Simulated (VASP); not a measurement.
# BAs (I-4m2) in VASP: further runs

Runs on BAs. Level: LDA. Tasks: single point.

Everything below comes from runs of VASP 6.6.1. Logs are shortened: lines on timing, memory, paths and dates and some standing lists are left out, and cuts for length are marked.

## Step 1: The cell of the first run

It takes space group I-4m2 (No. 119, tetragonal). The conventional cell has a = 3.899 Å, b = 3.899 Å, c = 3.585 Å, α = 90.00°, β = 90.00°, γ = 90.00°. Within 2.8 Å of B (site symmetry -4m2) lie 4 As at 2.15 Å. As (site symmetry -4m2) has 4 B at 2.15 Å within 2.8 Å.

## Step 2: Single point, LDA

Contents of INCAR:

```
ALGO = Normal
EDIFF = 1E-6
ENCUT = 520
ISIF = 2
ISMEAR = -1
LASPH = True
LCHARG = False
LREAL = False
LWAVE = False
NBANDS = 11
NELM = 100
PREC = Accurate
SIGMA = 0.2
```

Contents of KPOINTS:

```
k-points
0
Gamma
  12 12 12
```

Contents of POSCAR:

```
BAs
1.0
    0.0000000000      2.7573218356      1.7922591931
    2.7573218356      0.0000000000      1.7922591931
    2.7573218356      2.7573218356      0.0000000000
B As
1 1
Direct
    0.0000000000      0.0000000000      0.0000000000
    0.7500000000      0.7500000000      0.7500000000
```

Potentials or basis: VASP PAW LDA potentials, release 64 (B, As).

Launch:

```console
cat potpaw_LDA.64/B/POTCAR potpaw_LDA.64/As/POTCAR > POTCAR
mpirun -np 1 vasp_std > vasp.out
```

OUTCAR:

```text
EDIFF = 1E-6
   ENCUT = 520
   ISIF = 2
   ISMEAR = -1
   LASPH = True
   LREAL = False
   NELM = 100
   PREC = Accurate

 ion  position               nearest neighbor table
   1  0.000  0.000  0.000-   2 2.15   2 2.15   2 2.15   2 2.15
   2  0.750  0.750  0.750-   1 2.15   1 2.15   1 2.15   1 2.15

  LATTYP: Found a body centered tetragonal cell.
 ALAT       =     3.8994419357
 C/A-ratio  =     0.9192388155

  Lattice vectors:

 A1 = (   0.0000000000,  -2.7573218356,  -1.7922591931)
 A2 = (   0.0000000000,   2.7573218356,  -1.7922591931)
 A3 = (   2.7573218356,   0.0000000000,   1.7922591931)

Analysis of symmetry for initial positions (statically):
=====================================================================
 Subroutine PRICEL returns:
 Original cell was already a primitive cell.

 Routine SETGRP: Setting up the symmetry group for a
 body centered tetragonal supercell.

 Subroutine GETGRP returns: Found  8 space group operations
 (whereof  8 operations were pure point group operations)
 out of a pool of 16 trial point group operations.

The static configuration has the point symmetry D_2d.

Analysis of symmetry for dynamics (positions and initial velocities):
=====================================================================
 Subroutine PRICEL returns:
 Original cell was already a primitive cell.

 Routine SETGRP: Setting up the symmetry group for a
 body centered tetragonal supercell.

 Subroutine GETGRP returns: Found  8 space group operations
 (whereof  8 operations were pure point group operations)
 out of a pool of 16 trial point group operations.

The dynamic configuration has the point symmetry D_2d.

 Subroutine INISYM returns: Found  8 space group operations
 (whereof  8 operations are pure point group operations),
 and found     1 'primitive' translations

----------------------------------------------------------------------------------------

                                     Primitive cell

  volume of cell :      27.2525

  direct lattice vectors                    reciprocal lattice vectors
     0.000000000  2.757321836  1.792259193    -0.181335379  0.181335379  0.278977506
     2.757321836  0.000000000  1.792259193     0.181335379 -0.181335379  0.278977506
     2.757321836  2.757321836  0.000000000     0.181335379  0.181335379 -0.278977506

  length of vectors
     3.288619273  3.288619273  3.899441936     0.378937314  0.378937314  0.378937314

  position of ions in fractional coordinates (direct lattice)
     0.000000000  0.000000000  0.000000000
     0.750000000  0.750000000  0.750000000

  ion indices of the primitive-cell ions
   primitive index   ion index
                 1           1
                 2           2

----------------------------------------------------------------------------------------

 KPOINTS: k-points

Automatic generation of k-mesh.
 Grid dimensions read from file:
 generate k-points for:   12   12   12

 Generating k-lattice:

  Cartesian coordinates                     Fractional coordinates (reciprocal lattice)
    -0.015111282  0.015111282  0.023248126     0.083333333 -0.000000000  0.000000000
     0.015111282 -0.015111282  0.023248126    -0.000000000  0.083333333  0.000000000
     0.015111282  0.015111282 -0.023248126     0.000000000  0.000000000  0.083333333

  Length of vectors
     0.031578110  0.031578110  0.031578110

  Shift w.r.t. Gamma in fractional coordinates (k-lattice)
     0.000000000  0.000000000  0.000000000

 Subroutine IBZKPT returns following result:
 ===========================================

 Found    163 irreducible k-points:

 Following reciprocal coordinates:
            Coordinates               Weight
  0.000000  0.000000  0.000000      1.000000
  0.083333 -0.000000  0.000000      8.000000
  0.166667 -0.000000  0.000000      8.000000
  0.250000  0.000000  0.000000      8.000000
  0.333333  0.000000  0.000000      8.000000
  0.416667 -0.000000  0.000000      8.000000
[... 16 lines left out ...]
  0.500000  0.166667  0.000000      8.000000
 -0.416667  0.166667  0.000000      8.000000
 [... further k-points ...]
   k-points           NKPTS =    163   k-points in BZ     NKDIM =    163   number of bands    NBANDS=     11
   number of dos      NEDOS =    301   number of ions     NIONS =      2
   total plane-waves  NPLWV =  17280
   dimension x,y,z NGX =    24 NGY =   24 NGZ =   30
   dimension x,y,z NGXF=    48 NGYF=   48 NGZF=   60
   ions per type =               1   1
   NGX,Y,Z   is equivalent  to a cutoff of  12.13, 12.13, 12.79 a.u.
   NGXF,Y,Z  is equivalent  to a cutoff of  24.26, 24.26, 25.58 a.u.
 SYSTEM =  unknown system
   PREC   = accura    normal or accurate (medium, high low for compatibility)
   ISTART =      0    job   : 0-new  1-cont  2-samecut
   ICHARG =      2    charge: 1-file 2-atom 10-const
   ISPIN  =      1    spin polarized calculation?
   LNONCOLLINEAR =      F non collinear calculations
   LSORBIT =      F    spin-orbit coupling
   LASPH  =      T    aspherical Exc in radial PAW
   ENCUT  =  520.0 eV  38.22 Ry    6.18 a.u.   6.11  6.11  7.25*2*pi/ulx,y,z
   NELM   =    100;   NELMIN=  2; NELMDL= -5     # of ELM steps
   EDIFF  = 0.1E-05   stopping-criterion for ELM
   LREAL  =      F    real-space projection
   EDIFFG = 0.1E-04   stopping-criterion for IOM
   NSW    =      0    number of steps for IOM
   IBRION =     -1    ionic relax: 0-MD 1-quasi-New 2-CG
   NFREE  =      0    steps in history (QN), initial steepest desc. (CG)
   ISIF   =      2    stress and relaxation
   ISYM   =      2    0-nonsym 1-usesym 2-fastsym
   POTIM  = 0.5000    time-step for ionic-motion
   TEBEG  =    0.0;   TEEND  =   0.0 temperature during run
   PSTRESS=    0.0 pullay stress
   NELECT =       8.0000    total number of electrons
   NUPDOWN=      -1.0000    fix difference up-down
   EMIN   =  10.00;   EMAX   =-10.00  energy-range for DOS
   EFERMI =   0.00;   METHOD = LEGACY
   ISMEAR =    -1;   SIGMA  =   0.20  broadening in eV -4-tet -1-fermi 0-gaus
   EFERMI_NEDOS =   21; number of points for ismear=-14 and -15
   IALGO  =     38    algorithm
   IMIX   =      4    mixing-type and parameters
     AMIX     =   0.40;   BMIX     =  1.00
     AMIX_MAG =   1.60;   BMIX_MAG =  1.00
  volume/ion in A,a.u.               =      13.63        91.95
  Fermi-wavevector in a.u.,A,eV,Ry     =   1.088018  2.056057 16.106360  1.183784
  Thomas-Fermi vector in A             =   2.224191
   LORBIT       =      0    0 simple, 1 ext, 2 COOP (PROOUT), +10 PAW based schemes
   GGA     = CA    functional components
   LHFCALC =     F    Hartree Fock is set to
   AEXX    =    0.0000 exact exchange contribution
   IVDW    =     0    specifies the selected vdW correction
   LEPSILON=     F    determine dielectric tensor
   LRPA    =     F    only Hartree local field effects (RPA)
 non-spin polarized calculation
  energy-cutoff  :      520.00
  volume of cell :       27.25
 maximum number of plane-waves:       750
   NGX = 13   NGY = 13   NGZ = 15

 number of electron       7.9999999 magnetization

 Free energy of the ion-electron system (eV)
  ---------------------------------------------------
  ext. energy  EPLUGINS =         0.00000000
  ---------------------------------------------------
  free energy    TOTEN  =       -11.79119619 eV

  energy without entropy =      -11.73920634  energy(sigma->0) =      -11.76520126

 E-fermi :   6.0157     XC(G=0): -10.9386

 val. band max:        6.0028230373   @ k =  -0.4167   0.5000   0.0833
 cond. band min:       6.0164469564   @ k =   0.1667   0.0833   0.0000
 fundamental gap:      0.0136239191
 Fermi energy:         6.0157251586

 k-point     1 :       0.0000    0.0000    0.0000
  band No.  band energies     occupation
      1      -9.0202      2.00000
      2       5.2060      1.96571
      3       5.2060      1.96571
      4       8.3090      0.00002
      5       8.9773      0.00000
      6       9.4152      0.00000
      7      11.6513      0.00000
      8      11.6513      0.00000
      9      14.2786      0.00000
     10      16.7498      0.00000
     11      18.0065      0.00000

 k-point     2 :       0.0833   -0.0000    0.0000
  band No.  band energies     occupation
      1      -8.8941      2.00000
      2       4.7449      1.99653
      3       4.9834      1.98860
      4       7.6944      0.00045
      5       8.6722      0.00000
      6       9.9282      0.00000
      7      11.5331      0.00000
      8      11.8924      0.00000
      9      14.5016      0.00000
     10      16.9752      0.00000
     11      17.5347      0.00000

 k-point     3 :       0.1667   -0.0000    0.0000
  band No.  band energies     occupation
      1      -8.5194      2.00000
      2       3.4793      1.99999
      3       4.4570      1.99918
      4       6.8776      0.02653
      5       7.9863      0.00011
      6      10.4317      0.00000
      7      11.0630      0.00000
      8      12.8801      0.00000
      9      15.4815      0.00000
     10      16.8936      0.00000
     11      18.7923      0.00000

 k-point     4 :       0.2500    0.0000    0.0000
  band No.  band energies     occupation
      1      -7.9108      2.00000
      2       1.7749      2.00000
      3       3.8662      1.99996
      4       6.2414      0.48886
      5       7.2421      0.00433
      6      10.4358      0.00000
      7      10.9518      0.00000
      8      14.2139      0.00000
      9      17.1537      0.00000
     10      17.2098      0.00000
     11      20.1279      0.00000
[... 239 lines left out ...]
 k-point    22 :       0.4167    0.1667    0.0000
  band No.  band energies     occupation
      1      -5.7173      2.00000
      2      -1.0967      2.00000
      3       2.1310      2.00000
      4       3.6370      1.99999
      5       6.8484      0.03064
      6      10.0615      0.00000
      7      11.2954      0.00000
      8      14.7917      0.00000
      9      20.0387      0.00000
     10      20.6322      0.00000
     11      22.3561      0.00000

 k-point    23 :       0.5000    0.1667    0.0000
  band No.  band energies     occupation
      1      -5.3567      2.00000
      2      -1.7287      2.00000
      3       1.9597      2.00000
      4       3.5397      1.99999
      5       7.3383      0.00268
      6      10.3920      0.00000
      7      11.3658      0.00000
      8      14.6432      0.00000
      9      19.3374      0.00000
     10      21.3968      0.00000
     11      22.0129      0.00000

 k-point    24 :      -0.4167    0.1667    0.0000
  band No.  band energies     occupation
      1      -5.8844      2.00000
      2      -1.0972      2.00000
      3       2.0243      2.00000
      4       3.6871      1.99998
      5       7.6041      0.00071
      6      11.2026      0.00000
      7      11.6195      0.00000
      8      14.2002      0.00000
      9      18.3225      0.00000
     10      19.8915      0.00000
     11      20.8294      0.00000

 [... further k-points ...]
[... 5 lines left out ...]
  --------------------------------------------------------------------------------------
  -------------------------------------------------------------------------------------
  Total       -3.1624122     -3.1624122      2.0972055      0.0000000      0.0000000      0.0000000
  in kB     -185.9188076   -185.9188076    123.2951043      0.0000000      0.0000000      0.0000000
  external PRESSURE =     -82.8475036 kB  Pullay stress =       0.0000000 kB

 VOLUME and BASIS-vectors are now :
 -----------------------------------------------------------------------------
  energy-cutoff  :      520.00
  volume of cell :       27.25
      direct lattice vectors                 reciprocal lattice vectors
     0.000000000  2.757321836  1.792259193    -0.181335379  0.181335379  0.278977506
     2.757321836  0.000000000  1.792259193     0.181335379 -0.181335379  0.278977506
     2.757321836  2.757321836  0.000000000     0.181335379  0.181335379 -0.278977506

 POSITION                                       TOTAL-FORCE (eV/Angst)
 -----------------------------------------------------------------------------------
      0.00000      0.00000      0.00000        -0.000000     -0.000000     -0.000000
      4.13598      4.13598      2.68839         0.000000      0.000000      0.000000
 -----------------------------------------------------------------------------------
    total drift:                               -0.000000     -0.000000      0.000000

  FREE ENERGIE OF THE ION-ELECTRON SYSTEM (eV)
  ---------------------------------------------------
  free  energy   TOTEN  =       -11.7911961865 eV

  energy  without entropy=      -11.7392063419  energy(sigma->0) =      -11.76520126
```

It took 22 s on 1 thread of Intel Xeon 6975P-C (Granite Rapids), shared host; peak memory 0.17 GiB.

What came out:

```
Free energy            : -11.7912 eV
Pressure               : -8.3 GPa
Band gap on the k mesh : zero (band 4 reaches 8.31 eV, above the bottom of band 5 at 4.31 eV)
```

Stress tensor (GPa, compression positive):
```
-18.59   0.00   0.00
  0.00 -18.59   0.00
  0.00   0.00  12.33
```

Levels at points of the mesh, in eV from the Fermi level:
| k point | band 1 | band 2 | band 3 | band 4 | band 5 | band 6 | band 7 | band 8 | band 9 |
| --- | --- | --- | --- | --- | --- | --- | --- | --- | --- |
| (0.00, 0.00, 0.00) | -15.04 | -0.81 | -0.81 | 2.29 | 2.96 | 3.40 | 5.64 | 5.64 | 8.26 |
| (0.50, 0.00, 0.00) | -11.80 | -8.17 | -3.08 | -0.59 | 0.16 | 3.41 | 6.30 | 9.91 | 12.27 |
| (0.50, 0.50, 0.00) | -9.34 | -5.83 | -5.83 | -5.55 | -0.50 | -0.29 | 11.30 | 11.30 | 13.50 |
| (0.50, 0.00, 0.50) | -11.88 | -9.10 | -1.68 | -1.31 | 4.03 | 4.48 | 6.77 | 7.89 | 8.97 |

(Part 1 of 2 ends here.)
